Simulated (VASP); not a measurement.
Input of a VASP 6.6.1 run:

Contents of POSCAR:

```
Sn
1.0
    0.0000000000      3.2844597788      3.2844597788
    3.2844597788      0.0000000000      3.2844597788
    3.2844597788      3.2844597788      0.0000000000
Sn
2
Direct
    0.0000000000      0.0000000000      0.0000000000
    0.2500000000      0.2500000000      0.2500000000
```

Contents of INCAR.step1:

```
SYSTEM = Sn
ALGO = Normal ; EDIFF = 1E-5
ENCUT = 520 ; GGA = PE
ISIF = 2 ; ISMEAR = -1
LASPH = .TRUE. ; LREAL = .FALSE.
LWAVE = .TRUE. ; NBANDS = 21
NELM = 100 ; PREC = Accurate
SIGMA = 0.02
```

The input INCAR.step2:

```
SYSTEM = Sn
AEXX = 0.1 ; ALGO = Normal
EDIFF = 1E-7 ; ENCUT = 520
GGA = PE ; HFSCREEN = 0.2078
ISIF = 2 ; ISMEAR = -1
ISTART = 1 ; LASPH = .TRUE.
LCHARG = .TRUE. ; LELF = .TRUE.
LHFCALC = .TRUE. ; LREAL = .FALSE.
LVHAR = .TRUE. ; LWAVE = .FALSE.
NBANDS = 21 ; NELM = 100
PREC = Accurate ; PRECFOCK = Normal
SIGMA = 0.02
```

File KPOINTS:

```
k-points
0
G
  4 4 4
  0 0 0
```

Potentials or basis: VASP PAW PBE potentials, release 64 (Sn_d).

Run with:

```console
$ cat potpaw_PBE.64/Sn_d/POTCAR > POTCAR
$ cp INCAR.step1 INCAR
$ mpirun -np 1 vasp_std > vasp.out
$ cp INCAR.step2 INCAR
$ mpirun -np 1 vasp_std > vasp.out
```

Problem. Predict the pressure.

Solution. 1.3 GPa.

Problem. Predict the band gap on the k mesh.

Solution. Zero (filled and empty bands touch).

Caveat: the k points lie up to 0.41 Å⁻¹ apart; the PAW data sets were made with another functional, which shifts forces and pressure a little; spin-orbit coupling is left out, which moves the levels of the heavy elements.
